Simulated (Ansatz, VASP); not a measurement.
## One calculation of SrO, two programs

```xyz
2
Lattice="0.0000 2.5799 2.5799 2.5799 0.0000 2.5799 2.5799 2.5799 0.0000" Properties=species:S:1:pos:R:3 pbc="T T T"
Sr    0.0000    0.0000    0.0000
O     2.5799    2.5799    2.5799
```

Alike in both runs: task single point; functional PBE; k mesh 6 × 6 × 6; occupations fermi-dirac, width 0.2 eV; no spin polarisation.

```csv
,VASP,Ansatz
version,VASP 6.6.1,Ansatz 0.2.0
potentials or method,"VASP PAW PBE potentials, release 64 (Sr_sv, O)",plane waves
plane-wave cutoff (eV),600,420
valence electrons in the cell,16,16
```

VASP gave:

```
pressure (GPa) : 2.3
```

Problem. Estimate Ansatz's values.

Solution. Pressure (GPa): 1.8.
